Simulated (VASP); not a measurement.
# Ge in VASP: single point with LDA

Aim: the single point of Ge with LDA.

Everything below comes from runs of VASP 6.6.1. Logs are shortened: lines on timing, memory, paths and dates and some standing lists are left out, and cuts for length are marked.

## 1. The cell of the first run

The typed cell holds 2 atoms: a = 3.834 Å, b = 3.834 Å, c = 3.833 Å, α = 97.82°, β = 97.74°, γ = 136.82°.

## 2. Single point, LDA

The input, INCAR:

```
ALGO = Normal
EDIFF = 1E-6
ENCUT = 520
GGA = CA
ISIF = 2
ISMEAR = 0
LASPH = T
LCHARG = T
LELF = T
LREAL = F
LVHAR = T
LWAVE = F
NBANDS = 21
NELM = 100
PREC = Accurate
SIGMA = 0.15
```

The input, KPOINTS:

```
k-points
0
Gamma
  14 14 14
```

The input, POSCAR:

```
Ge
1.0
   -2.5199051165      2.5218055986      1.4097493127
    2.5190856886     -2.5213843698      1.4116850706
    2.5193016896      2.5209379393     -1.4096964365
Ge
2
Direct
    0.2492173647      0.7492095314      0.4999834038
    0.5007826353      0.5007904686      0.0000165962
```

Potentials or basis: VASP PAW LDA potentials, release 64 (Ge_d).

Command:

```console
$ cat potpaw_LDA.64/Ge_d/POTCAR > POTCAR
$ mpirun -np 1 vasp_std > vasp.out
```

OUTCAR:

```text
EDIFF = 1E-6
   ENCUT = 520
   GGA = CA
   ISIF = 2
   ISMEAR = 0
   LASPH = T
   LREAL = F
   NELM = 100
   PREC = Accurate

 ion  position               nearest neighbor table
   1  0.249  0.749  0.500-   2 2.62   2 2.62   2 2.62   2 2.62
   2  0.501  0.501  0.000-   1 2.62   1 2.62   1 2.62   1 2.62

  LATTYP: Found a triclinic cell.
 ALAT       =     3.8331460952
 B/A-ratio  =     1.3144262351
 C/A-ratio  =     0.7360623529
 COS(alpha) =     0.0001042538
 COS(beta)  =     0.3682048176
 COS(gamma) =     0.6571144939

  Lattice vectors:

 A1 = (  -2.5184822617,  -2.5213591681,  -1.4117379468)
 A2 = (  -5.0383873782,   0.0004464305,  -0.0019886341)
 A3 = (   0.0008194279,  -0.0004212288,  -2.8214343833)

Analysis of symmetry for initial positions (statically):
=====================================================================
 Subroutine PRICEL returns:
 Original cell was already a primitive cell.

 Routine SETGRP: Setting up the symmetry group for a
 triclinic supercell.

 Subroutine GETGRP returns: Found  2 space group operations
 (whereof  1 operations were pure point group operations)
 out of a pool of  2 trial point group operations.

The static configuration has the point symmetry C_1 .
 The point group associated with its full space group is S_2 .

Analysis of symmetry for dynamics (positions and initial velocities):
=====================================================================
 Subroutine PRICEL returns:
 Original cell was already a primitive cell.

 Routine SETGRP: Setting up the symmetry group for a
 triclinic supercell.

 Subroutine GETGRP returns: Found  2 space group operations
 (whereof  1 operations were pure point group operations)
 out of a pool of  2 trial point group operations.

The dynamic configuration has the point symmetry C_1 .
 The point group associated with its full space group is S_2 .

 Subroutine INISYM returns: Found  2 space group operations
 (whereof  1 operations are pure point group operations),
 and found     1 'primitive' translations

----------------------------------------------------------------------------------------

                                     Primitive cell

  volume of cell :      35.8425

  direct lattice vectors                    reciprocal lattice vectors
    -2.519905116  2.521805599  1.409749313    -0.000122310  0.198301020  0.354400009
     2.519085689 -2.521384370  1.411685071     0.198336291  0.000020016  0.354487249
     2.519301690  2.520937939 -1.409696436     0.198493766  0.198328503  0.000028039

  length of vectors
     3.833642967  3.833539694  3.832656147     0.406106729  0.406200067  0.280595743

  position of ions in fractional coordinates (direct lattice)
     0.249217365  0.749209531  0.499983404
     0.500782635  0.500790469  0.000016596

  ion indices of the primitive-cell ions
   primitive index   ion index
                 1           1
                 2           2

----------------------------------------------------------------------------------------

 KPOINTS: k-points

Automatic generation of k-mesh.
 Grid dimensions read from file:
 generate k-points for:   14   14   14

 Generating k-lattice:

  Cartesian coordinates                     Fractional coordinates (reciprocal lattice)
    -0.000008736  0.014164359  0.025314286     0.071428571  0.000000000  0.000000000
     0.014166878  0.000001430  0.025320518    -0.000000000  0.071428571  0.000000000
     0.014178126  0.014166322  0.000002003     0.000000000 -0.000000000  0.071428571

  Length of vectors
     0.029007624  0.029014291  0.020042553

  Shift w.r.t. Gamma in fractional coordinates (k-lattice)
     0.000000000  0.000000000  0.000000000

 Subroutine IBZKPT returns following result:
 ===========================================

 Found   1376 irreducible k-points:

 Following reciprocal coordinates:
            Coordinates               Weight
  0.000000  0.000000  0.000000      1.000000
  0.071429 -0.000000  0.000000      2.000000
  0.142857  0.000000  0.000000      2.000000
  0.214286  0.000000  0.000000      2.000000
  0.285714  0.000000  0.000000      2.000000
  0.357143 -0.000000  0.000000      2.000000
[... 16 lines left out ...]
  0.000000  0.142857 -0.000000      2.000000
  0.071429  0.142857 -0.000000      2.000000
 [... further k-points ...]
   k-points           NKPTS =   1376   k-points in BZ     NKDIM =   1376   number of bands    NBANDS=     21
   number of dos      NEDOS =    301   number of ions     NIONS =      2
   total plane-waves  NPLWV =  27000
   dimension x,y,z NGX =    30 NGY =   30 NGZ =   30
   dimension x,y,z NGXF=    60 NGYF=   60 NGZF=   60
   ions per type =               2
   NGX,Y,Z   is equivalent  to a cutoff of  13.01, 13.01, 13.01 a.u.
   NGXF,Y,Z  is equivalent  to a cutoff of  26.02, 26.02, 26.03 a.u.
 SYSTEM =  unknown system
   PREC   = accura    normal or accurate (medium, high low for compatibility)
   ISTART =      0    job   : 0-new  1-cont  2-samecut
   ICHARG =      2    charge: 1-file 2-atom 10-const
   ISPIN  =      1    spin polarized calculation?
   LNONCOLLINEAR =      F non collinear calculations
   LSORBIT =      F    spin-orbit coupling
   LASPH  =      T    aspherical Exc in radial PAW
   ENCUT  =  520.0 eV  38.22 Ry    6.18 a.u.   7.13  7.13  7.13*2*pi/ulx,y,z
   NELM   =    100;   NELMIN=  2; NELMDL= -5     # of ELM steps
   EDIFF  = 0.1E-05   stopping-criterion for ELM
   LREAL  =      F    real-space projection
   EDIFFG = 0.1E-04   stopping-criterion for IOM
   NSW    =      0    number of steps for IOM
   IBRION =     -1    ionic relax: 0-MD 1-quasi-New 2-CG
   NFREE  =      0    steps in history (QN), initial steepest desc. (CG)
   ISIF   =      2    stress and relaxation
   ISYM   =      2    0-nonsym 1-usesym 2-fastsym
   POTIM  = 0.5000    time-step for ionic-motion
   TEBEG  =    0.0;   TEEND  =   0.0 temperature during run
   PSTRESS=    0.0 pullay stress
   NELECT =      28.0000    total number of electrons
   NUPDOWN=      -1.0000    fix difference up-down
   EMIN   =  10.00;   EMAX   =-10.00  energy-range for DOS
   EFERMI =   0.00;   METHOD = LEGACY
   ISMEAR =     0;   SIGMA  =   0.15  broadening in eV -4-tet -1-fermi 0-gaus
   EFERMI_NEDOS =   21; number of points for ismear=-14 and -15
   IALGO  =     38    algorithm
   IMIX   =      4    mixing-type and parameters
     AMIX     =   0.40;   BMIX     =  1.00
     AMIX_MAG =   1.60;   BMIX_MAG =  1.00
  volume/ion in A,a.u.               =      17.92       120.94
  Fermi-wavevector in a.u.,A,eV,Ry     =   1.507745  2.849226 30.930075  2.273296
  Thomas-Fermi vector in A             =   2.618291
   LORBIT       =      0    0 simple, 1 ext, 2 COOP (PROOUT), +10 PAW based schemes
   GGA     = CA    functional components
   LHFCALC =     F    Hartree Fock is set to
   AEXX    =    0.0000 exact exchange contribution
   IVDW    =     0    specifies the selected vdW correction
   LEPSILON=     F    determine dielectric tensor
   LRPA    =     F    only Hartree local field effects (RPA)
 non-spin polarized calculation
 Gauss-broadening in eV      SIGMA  =   0.15
  energy-cutoff  :      520.00
  volume of cell :       35.84
 maximum number of plane-waves:       985
 NGX is ok and might be reduce to    30
   NGX = 15   NGY = 15   NGZ = 15

 number of electron      27.9999985 magnetization

 Free energy of the ion-electron system (eV)
  ---------------------------------------------------
  ext. energy  EPLUGINS =         0.00000000
  ---------------------------------------------------
  free energy    TOTEN  =       -10.03092142 eV

  energy without entropy =      -10.02234951  energy(sigma->0) =      -10.02663547

 E-fermi :   6.8703     XC(G=0): -11.7753

 val. band max:        6.8691953023   @ k =  -0.0714  -0.0714   0.2857
 cond. band min:       6.8710226872   @ k =  -0.2143   0.4286   0.2143
 fundamental gap:      0.0018273849
 Fermi energy:         6.8703021400

 k-point     1 :       0.0000    0.0000    0.0000
  band No.  band energies     occupation
      1     -17.9857      2.00000
      2     -17.9120      2.00000
      3     -17.9008      2.00000
      4     -17.8766      2.00000
      5     -17.7843      2.00000
      6     -17.7826      2.00000
[... 13 lines left out ...]
     20      19.0660      0.00000
     21      19.7694      0.00000

 k-point     2 :       0.0714   -0.0000    0.0000
  band No.  band energies     occupation
      1     -17.9835      2.00000
      2     -17.9061      2.00000
      3     -17.8979      2.00000
      4     -17.8693      2.00000
      5     -17.7892      2.00000
      6     -17.7872      2.00000
[... 13 lines left out ...]
     20      18.7936      0.00000
     21      19.3876      0.00000

 k-point     3 :       0.1429    0.0000    0.0000
  band No.  band energies     occupation
      1     -17.9768      2.00000
      2     -17.8905      2.00000
      3     -17.8895      2.00000
      4     -17.8519      2.00000
      5     -17.8005      2.00000
      6     -17.7916      2.00000
[... 13 lines left out ...]
     20      17.4077      0.00000
     21      18.1717      0.00000

 k-point     4 :       0.2143    0.0000    0.0000
  band No.  band energies     occupation
      1     -17.9667      2.00000
      2     -17.8778      2.00000
      3     -17.8727      2.00000
      4     -17.8383      2.00000
      5     -17.8141      2.00000
      6     -17.7859      2.00000
[... 13 lines left out ...]
     20      16.2518      0.00000
     21      18.0203      0.00000

 k-point     5 :       0.2857    0.0000    0.0000
  band No.  band energies     occupation
      1     -17.9555      2.00000
      2     -17.8671      2.00000
      3     -17.8614      2.00000
      4     -17.8409      2.00000
      5     -17.8246      2.00000
      6     -17.7938      2.00000
[... 13 lines left out ...]
     20      15.4493      0.00000
     21      18.5606      0.00000

 k-point     6 :       0.3571   -0.0000    0.0000
  band No.  band energies     occupation
      1     -17.9453      2.00000
      2     -17.8649      2.00000
      3     -17.8598      2.00000
      4     -17.8519      2.00000
      5     -17.8244      2.00000
      6     -17.8023      2.00000
[... 13 lines left out ...]
     20      15.8602      0.00000
     21      19.4384      0.00000

 k-point     7 :       0.4286    0.0000    0.0000
  band No.  band energies     occupation
      1     -17.9370      2.00000
      2     -17.8751      2.00000
      3     -17.8690      2.00000
      4     -17.8484      2.00000
      5     -17.8167      2.00000
      6     -17.8084      2.00000
[... 13 lines left out ...]
     20      17.8733      0.00000
     21      20.3008      0.00000
[... 291 lines left out ...]
      1     -17.9690      2.00000
      2     -17.8940      2.00000
      3     -17.8821      2.00000
      4     -17.8608      2.00000
      5     -17.7994      2.00000
      6     -17.7850      2.00000
[... 13 lines left out ...]
     20      17.6785      0.00000
     21      18.1301      0.00000

 k-point    21 :      -0.1429    0.0714   -0.0000
  band No.  band energies     occupation
      1     -17.9777      2.00000
      2     -17.9081      2.00000
      3     -17.8923      2.00000
      4     -17.8745      2.00000
      5     -17.7900      2.00000
      6     -17.7827      2.00000
[... 13 lines left out ...]
     20      18.8292      0.00000
     21      19.3023      0.00000

 k-point    22 :      -0.0714    0.0714   -0.0000
  band No.  band energies     occupation
      1     -17.9827      2.00000
      2     -17.9130      2.00000
      3     -17.8980      2.00000
      4     -17.8791      2.00000
      5     -17.7851      2.00000
      6     -17.7810      2.00000
[... 13 lines left out ...]
     20      19.3935      0.00000
     21      19.5368      0.00000

 k-point    23 :       0.0000    0.1429   -0.0000
  band No.  band energies     occupation
      1     -17.9769      2.00000
      2     -17.8906      2.00000
      3     -17.8895      2.00000
      4     -17.8522      2.00000
      5     -17.8001      2.00000
      6     -17.7920      2.00000
[... 13 lines left out ...]
     20      17.4210      0.00000
     21      18.1370      0.00000

 k-point    24 :       0.0714    0.1429   -0.0000
  band No.  band energies     occupation
      1     -17.9713      2.00000
      2     -17.8820      2.00000
      3     -17.8698      2.00000
      4     -17.8307      2.00000
      5     -17.8121      2.00000
      6     -17.7979      2.00000
[... 13 lines left out ...]
     20      16.4176      0.00000
     21      17.3876      0.00000

 [... further k-points ...]

------------------------ aborting loop because EDIFF is reached ----------------------------------------

  FORCE on cell =-STRESS in cart. coord.  units (eV):
  Direction    XX          YY          ZZ          XY          YZ          ZX
  --------------------------------------------------------------------------------------
  -------------------------------------------------------------------------------------
  Total        0.0204440      0.0114701     -0.0082909      0.0027848     -0.0015711     -0.0012481
  in kB        0.9138565      0.5127184     -0.3706054      0.1244805     -0.0702304     -0.0557911
  external PRESSURE =       0.3519898 kB  Pullay stress =       0.0000000 kB

 VOLUME and BASIS-vectors are now :
 -----------------------------------------------------------------------------
  energy-cutoff  :      520.00
  volume of cell :       35.84
      direct lattice vectors                 reciprocal lattice vectors
    -2.519905116  2.521805599  1.409749313    -0.000122310  0.198301020  0.354400009
     2.519085689 -2.521384370  1.411685071     0.198336291  0.000020016  0.354487249
     2.519301690  2.520937939 -1.409696436     0.198493766  0.198328503  0.000028039

 POSITION                                       TOTAL-FORCE (eV/Angst)
 -----------------------------------------------------------------------------------
      2.51893     -0.00014      0.70416         0.000705     -0.000038      0.000683
     -0.00035      0.00023      1.41291        -0.000705      0.000038     -0.000683
 -----------------------------------------------------------------------------------
    total drift:                               -0.000000     -0.000000      0.000000

  FREE ENERGIE OF THE ION-ELECTRON SYSTEM (eV)
  ---------------------------------------------------
  free  energy   TOTEN  =       -10.0309214240 eV

  energy  without entropy=      -10.0223495148  energy(sigma->0) =      -10.02663547
```

Wall time 7.1 min (1 thread of Intel Xeon 6975P-C (Granite Rapids), shared host); peak memory 0.81 GiB.

Results:

| Item | Value |
| --- | --- |
| Free energy | -10.0309 eV |
| Pressure | 0.0 GPa |
| Band gap on the k mesh | zero (bands 14 and 15 overlap by 5.41 eV) |

Levels at points of the mesh, in eV from the Fermi level:
```csv
k point,band 11,band 12,band 13,band 14,band 15,band 16,band 17,band 18
"(0.00, 0.00, 0.00)",-13.57,-3.63,-2.26,-2.25,3.45,7.80,7.98,8.02
"(0.50, 0.00, 0.00)",-8.38,-6.64,-2.56,-1.94,-1.54,2.45,3.70,5.76
"(0.00, 0.50, 0.00)",-8.38,-6.62,-2.58,-1.95,-1.56,2.47,3.71,5.79
"(0.50, 0.50, 0.00)",-10.69,-10.69,0.80,0.81,2.31,2.31,7.11,7.12
"(0.00, 0.00, 0.50)",-10.69,-10.69,0.80,0.80,2.31,2.31,7.11,7.11
"(0.50, 0.00, 0.50)",-8.38,-6.63,-2.58,-1.95,-1.56,2.47,3.71,5.79
"(0.00, 0.50, 0.50)",-8.38,-6.64,-2.57,-1.94,-1.54,2.45,3.70,5.75
"(0.50, 0.50, 0.50)",-8.83,-8.82,-6.04,-6.04,5.60,5.63,11.70,11.71
```
